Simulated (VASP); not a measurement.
Input of a VASP 6.6.1 run:

INCAR

```
PREC = Accurate ; ENCUT = 520
EDIFF = 1E-6 ; ISMEAR = -1
SIGMA = 0.05 ; LREAL = False
LASPH = True ; NELM = 150
ALGO = Normal ; ISIF = 2
LWAVE = False ; LCHARG = False
ISPIN = 2 ; MAGMOM = 4 4 4 0
LORBIT = 11 ; LMAXMIX = 4
GGA = PS ; NBANDS = 34
```

The input KPOINTS:

```
Automatic mesh
0
Gamma
  10 10 5
```

The input POSCAR:

```
Mn3Si
1.0
    2.8279315411      0.0000000000      0.0000000000
    0.0000000000      2.8279315411      0.0000000000
    0.0000000000      0.0000000000      5.7591364466
Mn Si
3 1
Direct
    0.5000000000      0.5000000000      0.0000000000
    0.0000000000      0.0000000000      0.2534490000
    0.0000000000      0.0000000000      0.7465510000
    0.5000000000      0.5000000000      0.5000000000
```

Potentials or basis: VASP PAW PBE potentials, release 64 (Mn_pv, Si).

Run with:

```sh
$ cat potpaw_PBE.64/Mn_pv/POTCAR potpaw_PBE.64/Si/POTCAR > POTCAR
$ mpirun -np 1 vasp_std > vasp.out
```

Task: What does it give for the pressure?

Result: -16.4 GPa.

Task: Predict the site moments.

Result: Mn +2.11, -0.50 (each value once); Si +0.04 μB.

Task: What does it give for the largest force?

Result: 0.061 eV/Å.

Forces on the atoms (eV/Å):
```
Mn   0.000  0.000  0.000
Mn   0.000  0.000  0.061
Mn   0.000  0.000 -0.061
Si   0.000  0.000  0.000
```

Caveat: the cell stands under tension; the PAW data sets were made with another functional, which shifts forces and pressure a little.
